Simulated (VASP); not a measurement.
Set up this calculation in VASP 6.6.1, as the native input.

```yaml
Task: single point
Functional: PBEsol
Potentials_or_basis: VASP PAW PBE potentials, release 64 (Ta_pv)
Cutoff: 520 eV
k_mesh: 8 × 8 × 8
Occupations: gaussian, width 0.1 eV
Spin: no spin polarisation
Dipole_correction: no
Further_INCAR_settings: ALGO = Fast; EDIFF = 1e-06; NBANDS = 12
```

The structure of Ta lies in POSCAR:

```
Ta
1.0
   -1.6549278100      1.6549278100      1.6549278100
    1.6549278100     -1.6549278100      1.6549278100
    1.6549278100      1.6549278100     -1.6549278100
Ta
1
Direct
    0.0000000000      0.0000000000      0.0000000000
```

The input as run:

INCAR

```
SYSTEM = Ta
PREC = Accurate ; ENCUT = 520
EDIFF = 1E-6 ; ISMEAR = 0
SIGMA = 0.1 ; LREAL = .FALSE.
LASPH = .TRUE. ; NELM = 60
ALGO = Fast ; ISIF = 2
LWAVE = .FALSE. ; LCHARG = .TRUE.
GGA = PS ; LELF = .TRUE.
LVHAR = .TRUE. ; NBANDS = 12
```

KPOINTS

```
regular mesh
0
G
  8 8 8
  0 0 0
```

Potentials or basis: VASP PAW PBE potentials, release 64 (Ta_pv).

Command:

```sh
$ cat potpaw_PBE.64/Ta_pv/POTCAR > POTCAR
$ mpirun -np 1 vasp_std > vasp.out
```

It gave:

```yaml
Pressure: -6.9 GPa
```

Caveat: the PAW data sets were made with another functional, which shifts forces and pressure a little.

It took 3 s on 1 thread of Intel(R) Xeon(R) 6975P-C (Granite Rapids) (shared host), peak memory 0.13 GiB.
